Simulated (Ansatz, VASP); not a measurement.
MnHg: VASP beside Ansatz

```xyz
2
Lattice="3.3150 0.0000 0.0000 0.0000 3.3150 0.0000 0.0000 0.0000 3.3150" Properties=species:S:1:pos:R:3 pbc="T T T"
Mn    1.6575    1.6575    1.6575
Hg    0.0000    0.0000    0.0000
```

Alike in both runs: task single point; functional r2SCAN; k mesh 12 × 12 × 12; occupations gaussian, width 0.1 eV; no spin polarisation.

|  | VASP | Ansatz |
| --- | --- | --- |
| version | VASP 6.6.1 | Ansatz 0.2.0 |
| potentials or method | VASP PAW PBE potentials, release 64 (Mn_pv, Hg), cutoff 550 eV | scalar-relativistic, plane waves, PAW |
| valence electrons in the cell | 25 | 35 |

|  | VASP | Ansatz | Ansatz less VASP |
| --- | --- | --- | --- |
| gap on the k mesh at the Fermi level (eV) | none | none | - |
| pressure (GPa) | -18.0 | -18.9 | -0.86 |

VASP's potentials were made for PBE, not for r2SCAN. A gap of «none» marks a metal or a gap that the smearing closes. With one functional, cell and mesh, what is left measures potentials, basis and numerics. VASP's potentials hold 25 valence electrons a cell and Ansatz's 35, so a difference there can come from the potentials and not from the codes.

Neither program's run includes spin-orbit coupling.
